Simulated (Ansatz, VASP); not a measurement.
BiTe: VASP beside Ansatz

Contents of POSCAR:

```
BiTe
1.0
    2.4227077728      1.3987509848      3.4002242534
   -2.4227077728      1.3987509848      3.4002242534
    0.0000000000     -2.7975019696      3.4002242534
Bi Te
1 1
Direct
    0.5000000000      0.5000000000      0.5000000000
    0.0000000000      0.0000000000      0.0000000000
```

INCAR.step1

```
SYSTEM = BiTe
PREC = Accurate
ENCUT = 520
ISMEAR = 0
SIGMA = 0.15
LREAL = .False.
LASPH = .True.
NELM = 60
NBANDS = 18
GGA = PE
ALGO = Normal
EDIFF = 1E-4
LWAVE = .True.
LCHARG = .False.
```

Contents of INCAR.step2:

```
SYSTEM = BiTe
PREC = Accurate
ENCUT = 520
EDIFF = 1E-6
ISMEAR = 0
SIGMA = 0.15
LREAL = .False.
LASPH = .True.
NELM = 60
ALGO = Normal
ISIF = 2
LWAVE = .False.
LCHARG = .False.
METAGGA = R2SCAN
LMIXTAU = .True.
NBANDS = 18
ISTART = 1
```

The input KPOINTS:

```
Automatic mesh
0
Gamma
  12 12 12
  0 0 0
```

Input for Ansatz:

```yaml
crystal:
  lattice:
    - [2.4227077728, 1.3987509848, 3.4002242534]
    - [-2.4227077728, 1.3987509848, 3.4002242534]
    - [0.0, -2.7975019696, 3.4002242534]
  atoms:
    - { symbol: Bi, position: [0.5, 0.5, 0.5] }
    - { symbol: Te, position: [0.0, 0.0, 0.0] }
basis:
  ecutwfc: 500
kpoints:
  mp_grid: { grid: [12, 12, 12] }
hamiltonian:
  xc: r2scan
scf:
  occupations: { method: gaussian, width: 0.15 }
output:
  forces: true
  stress: true
  eigenvalues: true
  write_density: true
  write_potential: true
  elf: true
  volumetric_format: npy
```

Change from the starting cell: strain +0.000 along x and y, +0.025 along z, atoms carried along.

Alike in both runs: task single point; functional r2SCAN; k mesh 12 × 12 × 12; occupations gaussian, width 0.15 eV; no spin polarisation.

|  | VASP | Ansatz |
| --- | --- | --- |
| version | VASP 6.6.1 | Ansatz 0.2.0 |
| potentials or method | VASP PAW PBE potentials, release 64 (Bi_d, Te), cutoff 520 eV | scalar-relativistic, plane waves, PAW |
| valence electrons in the cell | 21 | 31 |

|  | VASP | Ansatz | Ansatz less VASP |
| --- | --- | --- | --- |
| gap on the k mesh at the Fermi level (eV) | none | none | - |
| pressure (GPa) | -1.7 | -1.7 | +0.03 |
| traceless stress, the component that is largest in VASP (GPa) | 0.10 | 0.09 | -0.006 |

VASP's potentials were made for PBE, not for r2SCAN. A gap of «none» marks a metal or a gap that the smearing closes. VASP's potentials hold 21 valence electrons a cell and Ansatz's 31, so a difference there can come from the potentials and not from the codes.

Spin-orbit coupling is off throughout.
